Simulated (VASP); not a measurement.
**AlBSb2: single point with r2SCAN**

AlBSb2:

```
B Sb Al
1.0
    -2.94807    2.94807    5.68818
     2.94807   -2.94807    5.68818
     2.94807    2.94807   -5.68818
B Sb Al
2 4 2
Direct
  0.00000 0.00000 0.00000
  0.75000 0.25000 0.50000
  0.37500 0.32442 0.44942
  0.07442 0.62500 0.94942
  0.87500 0.92558 0.55058
  0.67558 0.12500 0.05058
  0.50000 0.50000 0.00000
  0.25000 0.75000 0.50000
```

This cell differs from its parent crystal: volume changed by +6%.

```
Program                : VASP 6.6.1
Task                   : single point
Functional             : r2SCAN
Potentials or basis    : VASP PAW PBE potentials, release 64 (B, Sb, Al)
Cutoff                 : 520 eV
k mesh                 : 6 × 6 × 6
Occupations            : gaussian, width 0.01 eV
Spin                   : no spin polarisation
Dipole correction      : no
Further INCAR settings : ALGO = Normal; EDIFF = 1e-06; NBANDS = 26
```

| Item | Value |
| --- | --- |
| Pressure | -3.6 GPa |
| Largest force | 0.044 eV/Å |
| Band gap on the k mesh | 0.91 eV, indirect (least direct gap 1.00 eV) |

Forces in eV/Å, atoms in the order of the input:
```
B    0.000  0.000  0.000
B    0.000  0.000  0.000
Sb   0.044  0.000  0.000
Sb   0.000  0.044  0.000
Sb  -0.044  0.000  0.000
Sb   0.000 -0.044  0.000
Al   0.000  0.000  0.000
Al   0.000  0.000  0.000
```

Stress tensor (GPa, compression positive):
```
-3.68  0.00  0.00
 0.00 -3.68  0.00
 0.00  0.00 -3.47
```

Levels at points of the mesh, in eV from the valence-band top:
```csv
k point,band 12,band 13,band 14,band 15,band 16,band 17,band 18,band 19,band 20,band 21
"(0.00, 0.00, 0.00)",-2.58,-2.58,0.00,0.00,0.00,1.00,1.09,1.60,2.74,2.74
"(0.50, 0.00, 0.00)",-2.83,-2.18,-2.05,-1.36,-1.10,2.32,2.68,3.06,3.15,3.42
"(0.50, 0.50, 0.00)",-1.66,-1.25,-1.25,-1.01,-1.01,1.19,1.19,2.55,2.55,3.67
"(0.50, 0.50, 0.50)",-2.63,-2.05,-2.05,-1.51,-1.51,1.30,1.30,1.56,1.56,1.60
```

It took 11 min on 1 thread of Intel(R) Xeon(R) Platinum 8488C (Sapphire Rapids), on a shared host, peak memory 0.52 GiB.

Caveat: the PAW data sets were made with another functional, which shifts forces and pressure a little; spin-orbit coupling is left out, which moves the levels of the heavy elements. A k mesh can miss the band edges.
